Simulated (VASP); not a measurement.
A run of VASP 6.6.1 is set up as follows.

Contents of POSCAR:

```
NaCl
1.0
    0.0000000000      3.2722004169      2.6721183771
    3.2722004169      0.0000000000      2.6721183771
    3.2722004169      3.2722004169      0.0000000000
Na Cl
1 1
Direct
    0.0000000000      0.0000000000      0.0000000000
    0.2500000000      0.2500000000      0.2500000000
```

File INCAR.step1:

```
ALGO = Normal ; EDIFF = 1E-4
ENCUT = 520 ; GGA = PE
ISMEAR = 0 ; LASPH = T
LCHARG = F ; LREAL = F
LWAVE = T ; NBANDS = 14
NELM = 100 ; PREC = Accurate
SIGMA = 0.01
```

INCAR.step2

```
ALGO = Normal ; EDIFF = 1E-6
ENCUT = 520 ; ISIF = 2
ISMEAR = 0 ; ISTART = 1
LASPH = T ; LCHARG = T
LELF = T ; LMIXTAU = T
LREAL = F ; LVHAR = T
LWAVE = F ; METAGGA = R2SCAN
NBANDS = 14 ; NELM = 100
PREC = Accurate ; SIGMA = 0.01
```

The input KPOINTS:

```
k-points
0
Gamma
  8 8 8
```

Potentials or basis: VASP PAW PBE potentials, release 64 (Na_pv, Cl).

The run is started by

```console
$ cat potpaw_PBE.64/Na_pv/POTCAR potpaw_PBE.64/Cl/POTCAR > POTCAR
$ cp INCAR.step1 INCAR
$ mpirun -np 1 vasp_std > vasp.out
$ cp INCAR.step2 INCAR
$ mpirun -np 1 vasp_std > vasp.out
```

Question: What does it give for the pressure?

Answer: -0.1 GPa.

Question: Predict the band gap on the k mesh.

Answer: 5.48 eV, direct.

Stress tensor (GPa, compression positive):
```
-0.02  0.00  0.00
 0.00 -0.02  0.00
 0.00  0.00 -0.14
```

Caveat: the cell differs from its parent crystal (epitaxial xy strain +6.0%); the PAW data sets were made with another functional, which shifts forces and pressure a little. A k mesh can miss the band edges.
